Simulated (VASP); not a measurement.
Input of a VASP 6.6.1 run:

File POSCAR:

```
AlRu
1.0
    3.0114124979      0.0000000000      0.0000000000
    0.0000000000      3.0114124979      0.0000000000
    0.0000000000      0.0000000000      3.0114124979
Ru Al
1 1
Direct
    0.5000000000      0.5000000000      0.5000000000
    0.0000000000      0.0000000000      0.0000000000
```

INCAR.step1

```
PREC = Accurate ; ENCUT = 520
ISMEAR = -1 ; SIGMA = 0.05
LREAL = False ; LASPH = True
NELM = 60 ; NBANDS = 16
GGA = PE ; ALGO = Normal
EDIFF = 1E-4 ; LWAVE = True
LCHARG = False
```

The input INCAR.step2:

```
PREC = Accurate ; ENCUT = 520
EDIFF = 1E-6 ; ISMEAR = -1
SIGMA = 0.05 ; LREAL = False
LASPH = True ; NELM = 60
ALGO = Normal ; ISIF = 2
LWAVE = False ; LCHARG = False
METAGGA = R2SCAN ; LMIXTAU = True
NBANDS = 16 ; ISTART = 1
```

KPOINTS

```
regular mesh
0
Gamma
  9 9 9
```

Potentials or basis: VASP PAW PBE potentials, release 64 (Ru_pv, Al).

Launch:

```bash
$ cat potpaw_PBE.64/Ru_pv/POTCAR potpaw_PBE.64/Al/POTCAR > POTCAR
$ cp INCAR.step1 INCAR
$ mpirun -np 1 vasp_std > vasp.out
$ cp INCAR.step2 INCAR
$ mpirun -np 1 vasp_std > vasp.out
```

Question: What does it give for the band gap on the k mesh?

Answer: Zero (an odd number of electrons rules out a gap without spin polarisation).

Question: Estimate the pressure.

Answer: -6.0 GPa.

Caveat: the cell stands under tension; the PAW data sets were made with another functional, which shifts forces and pressure a little.
